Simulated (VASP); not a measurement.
# MoS in VASP: a series of runs

MoS is run at these levels: PBEsol; tasks: single point.

Everything below comes from runs of VASP 6.6.1. Logs are shortened: lines on timing, memory, paths and dates and some standing lists are left out, and cuts for length are marked.

## (1) The cell of the first run

The cell holds a slab with vacuum, 4 atoms: a = 3.142 Å, b = 3.142 Å, c = 32.337 Å, α = 90.00°, β = 90.00°, γ = 120.00°.

## (2) Single point, PBEsol

Contents of INCAR:

```
SYSTEM = MoS
  PREC = Accurate
  ENCUT = 520
  EDIFF = 1E-6
  ISMEAR = 0
  SIGMA = 0.05
  LREAL = .False.
  LASPH = .True.
  NELM = 100
  ALGO = Normal
  ISIF = 2
  LWAVE = .False.
  LCHARG = .False.
  LDIPOL = .True.
  IDIPOL = 3
  DIPOL = 0.5 0.5 0.500
  GGA = PS
  NBANDS = 28
```

Contents of KPOINTS:

```
Automatic mesh
0
Gamma
  9 9 1
  0 0 0
```

Contents of POSCAR:

```
MoS
1.0
    3.1415002775      0.0000000000      0.0000000000
   -1.5707501387      2.7206190463      0.0000000000
    0.0000000000      0.0000000000     32.3373047485
Mo S
2 2
Direct
    0.0000000000      0.0000000000      0.2319302755
    0.0000000000      0.0000000000      0.7680697245
    0.3333333333      0.6666666667      0.2801126212
    0.3333333333      0.6666666667      0.7198873788
```

Potentials or basis: VASP PAW PBE potentials, release 64 (Mo_sv, S).

Started as:

```bash
$ cat potpaw_PBE.64/Mo_sv/POTCAR potpaw_PBE.64/S/POTCAR > POTCAR
$ mpirun -np 1 vasp_std > vasp.out
```

OUTCAR:

```text
SYSTEM = MoS
   PREC = Accurate
   ENCUT = 520
   EDIFF = 1E-6
   ISMEAR = 0
   LREAL = .False.
   LASPH = .True.
   NELM = 100
   ISIF = 2
   GGA = PS

 ion  position               nearest neighbor table
   1  0.000  0.000  0.232-   3 2.39   3 2.39   3 2.39
   2  0.000  0.000  0.768-   4 2.39   4 2.39   4 2.39
   3  0.333  0.667  0.280-   1 2.39   1 2.39   1 2.39
   4  0.333  0.667  0.720-   2 2.39   2 2.39   2 2.39

  LATTYP: Found a hexagonal cell.
 ALAT       =     3.1415002775
 C/A-ratio  =    10.2935864689

  Lattice vectors:

 A1 = (   3.1415002775,   0.0000000000,   0.0000000000)
 A2 = (  -1.5707501387,   2.7206190463,   0.0000000000)
 A3 = (   0.0000000000,   0.0000000000,  32.3373047485)

Analysis of symmetry for initial positions (statically):
=====================================================================
 Subroutine PRICEL returns:
 Original cell was already a primitive cell.

 Routine SETGRP: Setting up the symmetry group for a
 hexagonal supercell.

 Subroutine GETGRP returns: Found 12 space group operations
 (whereof 12 operations were pure point group operations)
 out of a pool of 24 trial point group operations.

The static configuration has the point symmetry D_3h.

Analysis of symmetry for dynamics (positions and initial velocities):
=====================================================================
 Subroutine PRICEL returns:
 Original cell was already a primitive cell.

 Routine SETGRP: Setting up the symmetry group for a
 hexagonal supercell.

 Subroutine GETGRP returns: Found 12 space group operations
 (whereof 12 operations were pure point group operations)
 out of a pool of 24 trial point group operations.

The dynamic configuration has the point symmetry D_3h.

 Subroutine INISYM returns: Found 12 space group operations
 (whereof 12 operations are pure point group operations),
 and found     1 'primitive' translations

----------------------------------------------------------------------------------------

                                     Primitive cell

  volume of cell :     276.3813

  direct lattice vectors                    reciprocal lattice vectors
     3.141500278  0.000000000  0.000000000     0.318319246  0.183781702  0.000000000
    -1.570750139  2.720619046  0.000000000     0.000000000  0.367563405  0.000000000
     0.000000000  0.000000000 32.337304749     0.000000000  0.000000000  0.030924037

  length of vectors
     3.141500278  3.141500277 32.337304749     0.367563405  0.367563405  0.030924037

  position of ions in fractional coordinates (direct lattice)
     0.000000000  0.000000000  0.231930275
     0.000000000  0.000000000  0.768069725
     0.333333333  0.666666667  0.280112621
     0.333333333  0.666666667  0.719887379

  ion indices of the primitive-cell ions
   primitive index   ion index
                 1           1
                 2           2
                 3           3
                 4           4

----------------------------------------------------------------------------------------

 KPOINTS: Automatic mesh

Automatic generation of k-mesh.
 Grid dimensions read from file:
 generate k-points for:    9    9    1

 Generating k-lattice:

  Cartesian coordinates                     Fractional coordinates (reciprocal lattice)
     0.035368805  0.020420189  0.000000000     0.111111111  0.000000000  0.000000000
     0.000000000  0.040840378  0.000000000     0.000000000  0.111111111  0.000000000
     0.000000000  0.000000000  0.030924037     0.000000000  0.000000000  1.000000000

  Length of vectors
     0.040840378  0.040840378  0.030924037

  Shift w.r.t. Gamma in fractional coordinates (k-lattice)
     0.000000000  0.000000000  0.000000000

 Subroutine IBZKPT returns following result:
 ===========================================

 Found     12 irreducible k-points:

 Following reciprocal coordinates:
            Coordinates               Weight
  0.000000  0.000000  0.000000      1.000000
  0.111111  0.000000  0.000000      6.000000
  0.222222 -0.000000  0.000000      6.000000
  0.333333  0.000000  0.000000      6.000000
  0.444444 -0.000000  0.000000      6.000000
  0.111111  0.111111  0.000000      6.000000
  0.222222  0.111111  0.000000     12.000000
  0.333333  0.111111  0.000000     12.000000
  0.444444  0.111111  0.000000      6.000000
  0.222222  0.222222  0.000000      6.000000
  0.333333  0.222222  0.000000     12.000000
  0.333333  0.333333  0.000000      2.000000
   k-points           NKPTS =     12   k-points in BZ     NKDIM =     12   number of bands    NBANDS=     28
   number of dos      NEDOS =    301   number of ions     NIONS =      4
   total plane-waves  NPLWV = 144000
   dimension x,y,z NGX =    24 NGY =   24 NGZ =  250
   dimension x,y,z NGXF=    48 NGYF=   48 NGZF=  500
   ions per type =               2   2
   NGX,Y,Z   is equivalent  to a cutoff of  12.70, 12.70, 12.85 a.u.
   NGXF,Y,Z  is equivalent  to a cutoff of  25.40, 25.40, 25.70 a.u.
 SYSTEM =  MoS
   PREC   = accura    normal or accurate (medium, high low for compatibility)
   ISTART =      0    job   : 0-new  1-cont  2-samecut
   ICHARG =      2    charge: 1-file 2-atom 10-const
   ISPIN  =      1    spin polarized calculation?
   LNONCOLLINEAR =      F non collinear calculations
   LSORBIT =      F    spin-orbit coupling
   LASPH  =      T    aspherical Exc in radial PAW
   ENCUT  =  520.0 eV  38.22 Ry    6.18 a.u.   5.84  5.84 60.13*2*pi/ulx,y,z
   NELM   =    100;   NELMIN=  2; NELMDL= -5     # of ELM steps
   EDIFF  = 0.1E-05   stopping-criterion for ELM
   LREAL  =      F    real-space projection
   EDIFFG = 0.1E-04   stopping-criterion for IOM
   NSW    =      0    number of steps for IOM
   IBRION =     -1    ionic relax: 0-MD 1-quasi-New 2-CG
   NFREE  =      0    steps in history (QN), initial steepest desc. (CG)
   ISIF   =      2    stress and relaxation
   ISYM   =      2    0-nonsym 1-usesym 2-fastsym
   POTIM  = 0.5000    time-step for ionic-motion
   TEBEG  =    0.0;   TEEND  =   0.0 temperature during run
   PSTRESS=    0.0 pullay stress
   NELECT =      40.0000    total number of electrons
   NUPDOWN=      -1.0000    fix difference up-down
   EMIN   =  10.00;   EMAX   =-10.00  energy-range for DOS
   EFERMI =   0.00;   METHOD = LEGACY
   ISMEAR =     0;   SIGMA  =   0.05  broadening in eV -4-tet -1-fermi 0-gaus
   EFERMI_NEDOS =   21; number of points for ismear=-14 and -15
   IALGO  =     38    algorithm
   IMIX   =      4    mixing-type and parameters
     AMIX     =   0.40;   BMIX     =  1.00
     AMIX_MAG =   1.60;   BMIX_MAG =  1.00
  volume/ion in A,a.u.               =      69.10       466.28
  Fermi-wavevector in a.u.,A,eV,Ry     =   0.859525  1.624267 10.051760  0.738784
  Thomas-Fermi vector in A             =   1.976893
   LORBIT       =      0    0 simple, 1 ext, 2 COOP (PROOUT), +10 PAW based schemes
   GGA     = PS    functional components
   LHFCALC =     F    Hartree Fock is set to
   AEXX    =    0.0000 exact exchange contribution
   IVDW    =     0    specifies the selected vdW correction
   LEPSILON=     F    determine dielectric tensor
   LRPA    =     F    only Hartree local field effects (RPA)
 non-spin polarized calculation
 Gauss-broadening in eV      SIGMA  =   0.05
  energy-cutoff  :      520.00
  volume of cell :      276.38
 maximum number of plane-waves:      7480
 NGX is ok and might be reduce to    24
   NGX = 11   NGY = 11   NGZ =121

 number of electron      40.0000000 magnetization

 dipolmoment           0.000000      0.000000      0.000000 electrons x Angstroem

 Free energy of the ion-electron system (eV)
  ---------------------------------------------------
  ext. energy  EPLUGINS =         0.00000000
  ---------------------------------------------------
  free energy    TOTEN  =       -31.10814992 eV

  energy without entropy =      -31.10211236  energy(sigma->0) =      -31.10513114

 E-fermi :  -1.4237     XC(G=0):  -3.8786

 val. band max:       -1.4522305424   @ k =   0.4444  -0.0000   0.0000
 cond. band min:      -1.3951042149   @ k =   0.1111   0.1111   0.0000
 fundamental gap:      0.0571263275
 Fermi energy:        -1.4236760358

 k-point     1 :       0.0000    0.0000    0.0000
  band No.  band energies     occupation
      1     -62.4500      2.00000
      2     -62.4500      2.00000
      3     -36.6286      2.00000
      4     -36.6286      2.00000
      5     -36.3259      2.00000
      6     -36.3259      2.00000
[... 20 lines left out ...]
     27       1.4360      0.00000
     28       1.4360      0.00000

 k-point     2 :       0.1111    0.0000    0.0000
  band No.  band energies     occupation
      1     -62.4451      2.00000
      2     -62.4451      2.00000
      3     -36.6211      2.00000
      4     -36.6211      2.00000
      5     -36.3716      2.00000
      6     -36.3716      2.00000
[... 20 lines left out ...]
     27       1.5377      0.00000
     28       1.5377      0.00000

 k-point     3 :       0.2222   -0.0000    0.0000
  band No.  band energies     occupation
      1     -62.4328      2.00000
      2     -62.4328      2.00000
      3     -36.6027      2.00000
      4     -36.6027      2.00000
      5     -36.4855      2.00000
      6     -36.4855      2.00000
[... 20 lines left out ...]
     27       1.6638      0.00000
     28       1.6638      0.00000

 k-point     4 :       0.3333    0.0000    0.0000
  band No.  band energies     occupation
      1     -62.4187      2.00000
      2     -62.4187      2.00000
      3     -36.6209      2.00000
      4     -36.6209      2.00000
      5     -36.5737      2.00000
      6     -36.5737      2.00000
[... 206 lines left out ...]
     27       3.4055      0.00000
     28       3.4065      0.00000

 k-point    11 :       0.3333    0.2222    0.0000
  band No.  band energies     occupation
      1     -62.4055      2.00000
      2     -62.4055      2.00000
      3     -36.6531      2.00000
      4     -36.6531      2.00000
      5     -36.5564      2.00000
      6     -36.5564      2.00000
[... 20 lines left out ...]
     27       4.1939      0.00000
     28       4.1941      0.00000

 k-point    12 :       0.3333    0.3333    0.0000
  band No.  band energies     occupation
      1     -62.4030      2.00000
      2     -62.4030      2.00000
      3     -36.6074      2.00000
      4     -36.6074      2.00000
      5     -36.5828      2.00000
      6     -36.5828      2.00000
[... 20 lines left out ...]
     27       4.5115      0.00000
     28       4.5115      0.00000

------------------------ aborting loop because EDIFF is reached ----------------------------------------

 vacuum level on the upper side and lower side of the slab       (xc-potential included)        -0.086        -0.086

  FORCE on cell =-STRESS in cart. coord.  units (eV):
  Direction    XX          YY          ZZ          XY          YZ          ZX
  --------------------------------------------------------------------------------------
  -------------------------------------------------------------------------------------
  Total       -9.3540146     -9.3540146     -3.3393561     -0.0000000      0.0000000      0.0000000
  in kB      -54.2250514    -54.2250514    -19.3581863     -0.0000000      0.0000000      0.0000000
  external PRESSURE =     -42.6027630 kB  Pullay stress =       0.0000000 kB

 VOLUME and BASIS-vectors are now :
 -----------------------------------------------------------------------------
  energy-cutoff  :      520.00
  volume of cell :      276.38
      direct lattice vectors                 reciprocal lattice vectors
     3.141500278  0.000000000  0.000000000     0.318319246  0.183781702  0.000000000
    -1.570750139  2.720619046  0.000000000     0.000000000  0.367563405  0.000000000
     0.000000000  0.000000000 32.337304749     0.000000000  0.000000000  0.030924037

 POSITION                                       TOTAL-FORCE (eV/Angst)
 -----------------------------------------------------------------------------------
      0.00000      0.00000      7.50000        -0.000000     -0.000000      1.061850
      0.00000      0.00000     24.83730        -0.000000     -0.000000     -1.061850
     -0.00000      1.81375      9.05809         0.000000      0.000000     -1.061942
     -0.00000      1.81375     23.27922         0.000000      0.000000      1.061942
 -----------------------------------------------------------------------------------
    total drift:                                0.000000     -0.000000      0.000000

  FREE ENERGIE OF THE ION-ELECTRON SYSTEM (eV)
  ---------------------------------------------------
  free  energy   TOTEN  =       -31.1081499152 eV

  energy  without entropy=      -31.1021123608  energy(sigma->0) =      -31.10513114

 vacuum level on the upper side and lower side of the slab         2.890         2.890
```

Wall time 85 s (1 thread of Intel Xeon Platinum 8559C (Emerald Rapids), shared host); peak memory 0.38 GiB.

Results:

- Free energy: -31.1081 eV
- Largest force: 1.062 eV/Å
- Band gap on the k mesh: 0.06 eV (least direct gap 0.59 eV)

Forces in eV/Å, atoms in the order of the input:
```
Mo   0.000  0.000  1.062
Mo   0.000  0.000 -1.062
S    0.000  0.000 -1.062
S    0.000  0.000  1.062
```

Levels at points of the mesh, in eV from the valence-band top:
```
           k point  band 17  band 18  band 19  band 20  band 21  band 22  band 23  band 24
(0.00, 0.00, 0.00)    -0.69    -0.69    -0.43    -0.43     0.16     0.16     0.16     0.16
```

Caveat: the PAW data sets were made with another functional, which shifts forces and pressure a little.

[end of part 1 of 2]
